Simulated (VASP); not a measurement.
Li2O: single point with PBE

Li2O:

```xyz
3
Lattice="0.0000 2.3050 2.3050 2.3050 0.0000 2.3050 2.3050 2.3050 0.0000" Properties=species:S:1:pos:R:3 pbc="T T T"
Li    1.1525    1.1525    1.1525
Li    3.4575    3.4575    3.4575
O     0.0000    0.0000    0.0000
```

```
Program             : VASP 6.6.1
Task                : single point
Functional          : PBE
Potentials or basis : VASP PAW PBE potentials, release 64 (Li_sv, O)
Cutoff              : 750 eV
k mesh              : 6 × 6 × 6
Occupations         : gaussian, width 0.01 eV
Spin                : no spin polarisation
```

```yaml
Pressure: 0.5 GPa
Band_gap_on_the_k_mesh: 4.99 eV, indirect (least direct gap 5.31 eV)
```

Levels at points of the mesh, in eV from the valence-band top:
```
           k point  band 2  band 3  band 4  band 5  band 6  band 7  band 8  band 9  band 10  band 11
(0.00, 0.00, 0.00)  -42.63  -15.46    0.00    0.00    0.00    5.31   11.97   11.97    11.97    19.07
(0.50, 0.00, 0.00)  -42.79  -15.23   -2.79   -0.45   -0.45    9.25    9.87   12.10    12.10    17.91
(0.50, 0.50, 0.00)  -42.73  -15.18   -1.61   -1.39   -1.39    4.99   13.60   13.60    14.80    15.81
```

Run time: 8.6 s on 1 thread of Intel(R) Xeon(R) Platinum 8488C (Sapphire Rapids) (shared host), peak memory 0.15 GiB.

A k mesh can miss the band edges. As with any semilocal functional, this PBE gap is likely too small.
